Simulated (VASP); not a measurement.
# PbO (Litharge) (P4/nmm) in VASP: notebook, part 2 of 3

VASP 6.6.1.

**3. Single point, PBE (volume scaled by 0.94)**

File INCAR:

```
SYSTEM = PbO
PREC = Accurate ; ENCUT = 520
EDIFF = 1E-6 ; ISMEAR = -1
SIGMA = 0.05 ; LREAL = .False.
LASPH = .True. ; NELM = 100
ALGO = Normal ; ISIF = 2
LWAVE = .False. ; LCHARG = .True.
GGA = PE ; LELF = .True.
LVHAR = .True. ; NBANDS = 28
```

File KPOINTS:

```
Automatic mesh
0
Gamma
  7 7 6
  0 0 0
```

File POSCAR:

```
PbO
1.0
    3.9085485738      0.0000000000      0.0000000000
    0.0000000000      3.9085485738      0.0000000000
    0.0000000000      0.0000000000      4.9077264047
Pb O
2 2
Direct
    0.5000000000      0.0000000000      0.7600000000
    0.0000000000      0.5000000000      0.2400000000
    0.5000000000      0.5000000000      0.0000000000
    0.0000000000      0.0000000000      0.0000000000
```

Potentials or basis: VASP PAW PBE potentials, release 64 (Pb_d, O).

Run with:

```console
$ cat potpaw_PBE.64/Pb_d/POTCAR potpaw_PBE.64/O/POTCAR > POTCAR
$ mpirun -np 1 vasp_std > vasp.out
```

OUTCAR:

```text
SYSTEM = PbO
   PREC = Accurate
   ENCUT = 520
   EDIFF = 1E-6
   ISMEAR = -1
   LREAL = .False.
   LASPH = .True.
   NELM = 100
   ISIF = 2
   GGA = PE

 ion  position               nearest neighbor table
   1  0.500  0.000  0.760-   3 2.28   4 2.28   3 2.28   4 2.28   2 3.63   2 3.63   2 3.63   2 3.63
                             2 3.76   2 3.76   2 3.76   2 3.76
   2  0.000  0.500  0.240-   3 2.28   4 2.28   4 2.28   3 2.28   1 3.63   1 3.63   1 3.63   1 3.63
                             1 3.76   1 3.76   1 3.76   1 3.76
   3  0.500  0.500  0.000-   1 2.28   2 2.28   1 2.28   2 2.28
   4  0.000  0.000  0.000-   1 2.28   2 2.28   2 2.28   1 2.28

  LATTYP: Found a simple tetragonal cell.
 ALAT       =     3.9085485738
 C/A-ratio  =     1.2556390977

  Lattice vectors:

 A1 = (   3.9085485738,   0.0000000000,   0.0000000000)
 A2 = (   0.0000000000,   3.9085485738,   0.0000000000)
 A3 = (   0.0000000000,   0.0000000000,   4.9077264047)

Analysis of symmetry for initial positions (statically):
=====================================================================
 Subroutine PRICEL returns:
 Original cell was already a primitive cell.

 Routine SETGRP: Setting up the symmetry group for a
 simple tetragonal supercell.

 Subroutine GETGRP returns: Found 16 space group operations
 (whereof  8 operations were pure point group operations)
 out of a pool of 16 trial point group operations.

The static configuration has the point symmetry D_2d.
 The point group associated with its full space group is D_4h.

Analysis of symmetry for dynamics (positions and initial velocities):
=====================================================================
 Subroutine PRICEL returns:
 Original cell was already a primitive cell.

 Routine SETGRP: Setting up the symmetry group for a
 simple tetragonal supercell.

 Subroutine GETGRP returns: Found 16 space group operations
 (whereof  8 operations were pure point group operations)
 out of a pool of 16 trial point group operations.

The dynamic configuration has the point symmetry D_2d.
 The point group associated with its full space group is D_4h.

 Subroutine INISYM returns: Found 16 space group operations
 (whereof  8 operations are pure point group operations),
 and found     1 'primitive' translations

----------------------------------------------------------------------------------------

                                     Primitive cell

  volume of cell :      74.9741

  direct lattice vectors                    reciprocal lattice vectors
     3.908548574  0.000000000  0.000000000     0.255849449  0.000000000  0.000000000
     0.000000000  3.908548574  0.000000000     0.000000000  0.255849449  0.000000000
     0.000000000  0.000000000  4.907726405     0.000000000  0.000000000  0.203760340

  length of vectors
     3.908548574  3.908548574  4.907726405     0.255849449  0.255849449  0.203760340

  position of ions in fractional coordinates (direct lattice)
     0.500000000  0.000000000  0.760000000
     0.000000000  0.500000000  0.240000000
     0.500000000  0.500000000  0.000000000
     0.000000000  0.000000000  0.000000000

  ion indices of the primitive-cell ions
   primitive index   ion index
                 1           1
                 2           2
                 3           3
                 4           4

----------------------------------------------------------------------------------------

 KPOINTS: Automatic mesh

Automatic generation of k-mesh.
 Grid dimensions read from file:
 generate k-points for:    7    7    6

 Generating k-lattice:

  Cartesian coordinates                     Fractional coordinates (reciprocal lattice)
     0.036549921  0.000000000  0.000000000     0.142857143  0.000000000  0.000000000
     0.000000000  0.036549921  0.000000000     0.000000000  0.142857143  0.000000000
     0.000000000  0.000000000  0.033960057     0.000000000  0.000000000  0.166666667

  Length of vectors
     0.036549921  0.036549921  0.033960057

  Shift w.r.t. Gamma in fractional coordinates (k-lattice)
     0.000000000  0.000000000  0.000000000

 Subroutine IBZKPT returns following result:
 ===========================================

 Found     40 irreducible k-points:

 Following reciprocal coordinates:
            Coordinates               Weight
  0.000000  0.000000  0.000000      1.000000
  0.142857  0.000000  0.000000      4.000000
  0.285714  0.000000  0.000000      4.000000
  0.428571  0.000000  0.000000      4.000000
  0.142857  0.142857  0.000000      4.000000
  0.285714  0.142857  0.000000      8.000000
[... 16 lines left out ...]
  0.285714  0.000000  0.333333      8.000000
  0.428571  0.000000  0.333333      8.000000
 [... further k-points ...]
   k-points           NKPTS =     40   k-points in BZ     NKDIM =     40   number of bands    NBANDS=     28
   number of dos      NEDOS =    301   number of ions     NIONS =      4
   total plane-waves  NPLWV =  36000
   dimension x,y,z NGX =    30 NGY =   30 NGZ =   40
   dimension x,y,z NGXF=    60 NGYF=   60 NGZF=   80
   ions per type =               2   2
   NGX,Y,Z   is equivalent  to a cutoff of  12.76, 12.76, 13.55 a.u.
   NGXF,Y,Z  is equivalent  to a cutoff of  25.52, 25.52, 27.10 a.u.
 SYSTEM =  PbO
   PREC   = accura    normal or accurate (medium, high low for compatibility)
   ISTART =      0    job   : 0-new  1-cont  2-samecut
   ICHARG =      2    charge: 1-file 2-atom 10-const
   ISPIN  =      1    spin polarized calculation?
   LNONCOLLINEAR =      F non collinear calculations
   LSORBIT =      F    spin-orbit coupling
   LASPH  =      T    aspherical Exc in radial PAW
   ENCUT  =  520.0 eV  38.22 Ry    6.18 a.u.   7.27  7.27  9.13*2*pi/ulx,y,z
   NELM   =    100;   NELMIN=  2; NELMDL= -5     # of ELM steps
   EDIFF  = 0.1E-05   stopping-criterion for ELM
   LREAL  =      F    real-space projection
   EDIFFG = 0.1E-04   stopping-criterion for IOM
   NSW    =      0    number of steps for IOM
   IBRION =     -1    ionic relax: 0-MD 1-quasi-New 2-CG
   NFREE  =      0    steps in history (QN), initial steepest desc. (CG)
   ISIF   =      2    stress and relaxation
   ISYM   =      2    0-nonsym 1-usesym 2-fastsym
   POTIM  = 0.5000    time-step for ionic-motion
   TEBEG  =    0.0;   TEEND  =   0.0 temperature during run
   PSTRESS=    0.0 pullay stress
   NELECT =      40.0000    total number of electrons
   NUPDOWN=      -1.0000    fix difference up-down
   EMIN   =  10.00;   EMAX   =-10.00  energy-range for DOS
   EFERMI =   0.00;   METHOD = LEGACY
   ISMEAR =    -1;   SIGMA  =   0.05  broadening in eV -4-tet -1-fermi 0-gaus
   EFERMI_NEDOS =   21; number of points for ismear=-14 and -15
   IALGO  =     38    algorithm
   IMIX   =      4    mixing-type and parameters
     AMIX     =   0.40;   BMIX     =  1.00
     AMIX_MAG =   1.60;   BMIX_MAG =  1.00
  volume/ion in A,a.u.               =      18.74       126.49
  Fermi-wavevector in a.u.,A,eV,Ry     =   1.327775  2.509130 23.986874  1.762986
  Thomas-Fermi vector in A             =   2.457062
   LORBIT       =      0    0 simple, 1 ext, 2 COOP (PROOUT), +10 PAW based schemes
   GGA     = PE    functional components
   LHFCALC =     F    Hartree Fock is set to
   AEXX    =    0.0000 exact exchange contribution
   IVDW    =     0    specifies the selected vdW correction
   LEPSILON=     F    determine dielectric tensor
   LRPA    =     F    only Hartree local field effects (RPA)
 non-spin polarized calculation
  energy-cutoff  :      520.00
  volume of cell :       74.97
 maximum number of plane-waves:      2035
 NGX is ok and might be reduce to    30
   NGX = 15   NGY = 15   NGZ = 19

 number of electron      39.9999992 magnetization

 Free energy of the ion-electron system (eV)
  ---------------------------------------------------
  ext. energy  EPLUGINS =         0.00000000
  ---------------------------------------------------
  free energy    TOTEN  =       -21.25352009 eV

  energy without entropy =      -21.25351999  energy(sigma->0) =      -21.25352004

 E-fermi :   6.5409     XC(G=0): -10.1455

 val. band max:        5.8743776094   @ k =   0.0000   0.0000   0.0000
 cond. band min:       7.1881914547   @ k =   0.4286   0.4286   0.0000
 fundamental gap:      1.3138138452
 Fermi energy:         6.5408748243

 k-point     1 :       0.0000    0.0000    0.0000
  band No.  band energies     occupation
      1     -13.0399      2.00000
      2     -12.3653      2.00000
      3     -10.3075      2.00000
      4     -10.3075      2.00000
      5     -10.2316      2.00000
      6     -10.2189      2.00000
[... 20 lines left out ...]
     27      13.3883      0.00000
[... 691 lines left out ...]
      6     -10.1755      2.00000
[... 20 lines left out ...]
     27      15.2837      0.00000
     28      16.0271      0.00000

 [... further k-points ...]
[... 5 lines left out ...]
  --------------------------------------------------------------------------------------
  -------------------------------------------------------------------------------------
  Total        4.6846272      4.6846272      3.6441204      0.0000000      0.0000000      0.0000000
  in kB      100.1092592    100.1092592     77.8739015      0.0000000      0.0000000      0.0000000
  external PRESSURE =      92.6974733 kB  Pullay stress =       0.0000000 kB

 VOLUME and BASIS-vectors are now :
 -----------------------------------------------------------------------------
  energy-cutoff  :      520.00
  volume of cell :       74.97
      direct lattice vectors                 reciprocal lattice vectors
     3.908548574  0.000000000  0.000000000     0.255849449  0.000000000  0.000000000
     0.000000000  3.908548574  0.000000000     0.000000000  0.255849449  0.000000000
     0.000000000  0.000000000  4.907726405     0.000000000  0.000000000  0.203760340

 POSITION                                       TOTAL-FORCE (eV/Angst)
 -----------------------------------------------------------------------------------
      1.95427      0.00000      3.72987         0.000000      0.000000     -0.913828
      0.00000      1.95427      1.17785        -0.000000      0.000000      0.913828
      1.95427      1.95427      0.00000         0.000000      0.000000      0.000000
      0.00000      0.00000      0.00000         0.000000     -0.000000      0.000000
 -----------------------------------------------------------------------------------
    total drift:                                0.000000      0.000000      0.000000

  FREE ENERGIE OF THE ION-ELECTRON SYSTEM (eV)
  ---------------------------------------------------
  free  energy   TOTEN  =       -21.2535200887 eV

  energy  without entropy=      -21.2535199877  energy(sigma->0) =      -21.25352004
```

Wall time 71 s (1 thread of Intel Xeon Platinum 8259CL at 2.50GHz (Skylake/Cascade Lake), shared host); peak memory 0.22 GiB.

What came out:

- Free energy: -21.2535 eV
- Pressure: 9.3 GPa
- Largest force: 0.914 eV/Å
- Band gap on the k mesh: 1.31 eV, indirect (least direct gap 2.45 eV)

Forces in eV/Å, atoms in the order of the input:
```
Pb   0.000  0.000 -0.914
Pb   0.000  0.000  0.914
O    0.000  0.000  0.000
O    0.000  0.000  0.000
```

Levels at points of the mesh, in eV from the valence-band top:
```tsv
k point	band 17	band 18	band 19	band 20	band 21	band 22	band 23	band 24
(0.00, 0.00, 0.00)	-1.95	-1.90	-1.90	0.00	2.54	5.66	5.67	5.67
(0.00, 0.00, 0.50)	-1.99	-1.93	-1.93	-1.18	2.03	3.93	3.93	4.30
```

Caveat: spin-orbit coupling is left out, which moves the levels of the heavy elements. A k mesh can miss the band edges.

(Continued in part 3 of 3.)
